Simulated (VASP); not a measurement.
# Ir (P6_3/mmc) in VASP: single point with LDA

Aim: the single point of Ir with LDA.

Program: VASP 6.6.1. These are calculated values, not measurements. Logs are shortened: lines on timing, memory, paths and dates and some standing lists are left out, and cuts for length are marked.

**1. The cell of the first run**

The structure is hexagonal, space group P6_3/mmc (No. 194). Conventional cell: a = 2.705 Å, b = 2.705 Å, c = 4.386 Å, α = 90.00°, β = 90.00°, γ = 120.00°. Ir (site symmetry -6m2) has 12 Ir at 2.69 to 2.71 Å within 3.5 Å.

This isn't the form of Ir at room conditions, which is fcc.

**2. Single point, LDA**

Input file INCAR:

```
SYSTEM = Ir
ALGO = Normal
EDIFF = 1E-6
ENCUT = 560
GGA_COMPAT = .FALSE.
ISIF = 2
ISMEAR = 0
LASPH = .TRUE.
LCHARG = .TRUE.
LELF = .TRUE.
LREAL = .FALSE.
LVHAR = .TRUE.
LWAVE = .FALSE.
NBANDS = 24
NELM = 120
PREC = Accurate
SIGMA = 0.1
```

Input file KPOINTS:

```
k-points
0
G
  18 18 10
  0 0 0
```

Input file POSCAR:

```
Ir
1.0
    2.7052949827      0.0000000000      0.0000000000
   -1.3526474913      2.3428541797      0.0000000000
    0.0000000000      0.0000000000      4.3858578324
Ir
2
Direct
    0.6666666667      0.3333333333      0.7500000000
    0.3333333333      0.6666666667      0.2500000000
```

Potentials or basis: VASP PAW LDA potentials, release 64 (Ir_sv_GW).

Run with:

```bash
$ cat potpaw_LDA.64/Ir_sv_GW/POTCAR > POTCAR
$ mpirun -np 1 vasp_std > vasp.out
```

OUTCAR:

```text
SYSTEM = Ir
   EDIFF = 1E-6
   ENCUT = 560
   ISIF = 2
   ISMEAR = 0
   LASPH = .TRUE.
   LREAL = .FALSE.
   NELM = 120
   PREC = Accurate

 ion  position               nearest neighbor table
   1  0.667  0.333  0.750-   2 2.69   2 2.69   2 2.69   2 2.69   2 2.69   2 2.69
   2  0.333  0.667  0.250-   1 2.69   1 2.69   1 2.69   1 2.69   1 2.69   1 2.69

  LATTYP: Found a hexagonal cell.
 ALAT       =     2.7052949827
 C/A-ratio  =     1.6212124225

  Lattice vectors:

 A1 = (   2.7052949827,   0.0000000000,   0.0000000000)
 A2 = (  -1.3526474913,   2.3428541797,   0.0000000000)
 A3 = (   0.0000000000,   0.0000000000,   4.3858578324)

Analysis of symmetry for initial positions (statically):
=====================================================================
 Subroutine PRICEL returns:
 Original cell was already a primitive cell.

 Routine SETGRP: Setting up the symmetry group for a
 hexagonal supercell.

 Subroutine GETGRP returns: Found 24 space group operations
 (whereof 12 operations were pure point group operations)
 out of a pool of 24 trial point group operations.

The static configuration has the point symmetry D_3d.
 The point group associated with its full space group is D_6h.

Analysis of symmetry for dynamics (positions and initial velocities):
=====================================================================
 Subroutine PRICEL returns:
 Original cell was already a primitive cell.

 Routine SETGRP: Setting up the symmetry group for a
 hexagonal supercell.

 Subroutine GETGRP returns: Found 24 space group operations
 (whereof 12 operations were pure point group operations)
 out of a pool of 24 trial point group operations.

The dynamic configuration has the point symmetry D_3d.
 The point group associated with its full space group is D_6h.

 Subroutine INISYM returns: Found 24 space group operations
 (whereof 12 operations are pure point group operations),
 and found     1 'primitive' translations

----------------------------------------------------------------------------------------

                                     Primitive cell

  volume of cell :      27.7981

  direct lattice vectors                    reciprocal lattice vectors
     2.705294983  0.000000000  0.000000000     0.369645457  0.213414904  0.000000000
    -1.352647491  2.342854180  0.000000000     0.000000000  0.426829808  0.000000000
     0.000000000  0.000000000  4.385857832     0.000000000  0.000000000  0.228005567

[... 80 lines left out ...]
   LASPH  =      T    aspherical Exc in radial PAW
   ENCUT  =  560.0 eV  41.16 Ry    6.42 a.u.   5.22  5.22  8.46*2*pi/ulx,y,z
   NELM   =    120;   NELMIN=  2; NELMDL= -5     # of ELM steps
   EDIFF  = 0.1E-05   stopping-criterion for ELM
   LREAL  =      F    real-space projection
   EDIFFG = 0.1E-04   stopping-criterion for IOM
   NSW    =      0    number of steps for IOM
   IBRION =     -1    ionic relax: 0-MD 1-quasi-New 2-CG
   NFREE  =      0    steps in history (QN), initial steepest desc. (CG)
   ISIF   =      2    stress and relaxation
   ISYM   =      2    0-nonsym 1-usesym 2-fastsym
   POTIM  = 0.5000    time-step for ionic-motion
   TEBEG  =    0.0;   TEEND  =   0.0 temperature during run
   PSTRESS=    0.0 pullay stress
   NELECT =      34.0000    total number of electrons
   NUPDOWN=      -1.0000    fix difference up-down
   EMIN   =  10.00;   EMAX   =-10.00  energy-range for DOS
   EFERMI =   0.00;   METHOD = LEGACY
   ISMEAR =     0;   SIGMA  =   0.10  broadening in eV -4-tet -1-fermi 0-gaus
   EFERMI_NEDOS =   21; number of points for ismear=-14 and -15
   IALGO  =     38    algorithm
   IMIX   =      4    mixing-type and parameters
     AMIX     =   0.40;   BMIX     =  1.00
     AMIX_MAG =   1.60;   BMIX_MAG =  1.00
  volume/ion in A,a.u.               =      13.90        93.80
  Fermi-wavevector in a.u.,A,eV,Ry     =   1.750772  3.308480 41.704626  3.065204
  Thomas-Fermi vector in A             =   2.821426
   LORBIT       =      0    0 simple, 1 ext, 2 COOP (PROOUT), +10 PAW based schemes
   GGA     = CA    functional components
   LHFCALC =     F    Hartree Fock is set to
   AEXX    =    0.0000 exact exchange contribution
   IVDW    =     0    specifies the selected vdW correction
   LEPSILON=     F    determine dielectric tensor
   LRPA    =     F    only Hartree local field effects (RPA)
 non-spin polarized calculation
 Gauss-broadening in eV      SIGMA  =   0.10
  energy-cutoff  :      560.00
  volume of cell :       27.80
 maximum number of plane-waves:       851
 NGX is ok and might be reduce to    24
   NGX = 11   NGY = 11   NGZ = 17

 number of electron      34.0000000 magnetization

 Free energy of the ion-electron system (eV)
  ---------------------------------------------------
  ext. energy  EPLUGINS =         0.00000000
  ---------------------------------------------------
  free energy    TOTEN  =       -21.66173266 eV

  energy without entropy =      -21.65204018  energy(sigma->0) =      -21.65688642

 E-fermi :  13.1399     XC(G=0): -14.8965

 val. band max:       13.1351579780   @ k =   0.3889   0.0000   0.0000
 cond. band min:      13.1402623800   @ k =   0.3333  -0.0000   0.4000
 fundamental gap:      0.0051044020
 Fermi energy:        13.1398524655

 k-point     1 :       0.0000    0.0000    0.0000
  band No.  band energies     occupation
      1     -79.5669      2.00000
      2     -79.4919      2.00000
      3     -37.0880      2.00000
      4     -36.3348      2.00000
      5     -36.3348      2.00000
      6     -36.2207      2.00000
[... 637 lines left out ...]
     23      23.9105      0.00000
     24      26.5569      0.00000

 [... further k-points ...]

------------------------ aborting loop because EDIFF is reached ----------------------------------------

  FORCE on cell =-STRESS in cart. coord.  units (eV):
  Direction    XX          YY          ZZ          XY          YZ          ZX
  --------------------------------------------------------------------------------------
  -------------------------------------------------------------------------------------
  Total       -0.0609576     -0.0609576     -0.0650504     -0.0000000      0.0000000      0.0000000
  in kB       -3.5133688     -3.5133688     -3.7492630     -0.0000000      0.0000000      0.0000000
  external PRESSURE =      -3.5920002 kB  Pullay stress =       0.0000000 kB

 VOLUME and BASIS-vectors are now :
 -----------------------------------------------------------------------------
  energy-cutoff  :      560.00
  volume of cell :       27.80
      direct lattice vectors                 reciprocal lattice vectors
     2.705294983  0.000000000  0.000000000     0.369645457  0.213414904  0.000000000
    -1.352647491  2.342854180  0.000000000     0.000000000  0.426829808  0.000000000
     0.000000000  0.000000000  4.385857832     0.000000000  0.000000000  0.228005567

 POSITION                                       TOTAL-FORCE (eV/Angst)
 -----------------------------------------------------------------------------------
      1.35265      0.78095      3.28939        -0.000000      0.000000      0.000000
     -0.00000      1.56190      1.09646         0.000000     -0.000000      0.000000
 -----------------------------------------------------------------------------------
    total drift:                                0.000000     -0.000000      0.000000

  FREE ENERGIE OF THE ION-ELECTRON SYSTEM (eV)
  ---------------------------------------------------
  free  energy   TOTEN  =       -21.6617326577 eV

  energy  without entropy=      -21.6520401833  energy(sigma->0) =      -21.65688642
```

Wall time 92 s (1 thread of Intel Xeon Platinum 8488C (Sapphire Rapids), shared host); peak memory 0.25 GiB.

Results:

```
Free energy            : -21.6617 eV
Pressure               : -0.4 GPa
Band gap on the k mesh : zero (bands 17 and 18 overlap by 3.47 eV)
```

Caveat: spin-orbit coupling is left out, which moves the levels of the heavy elements.
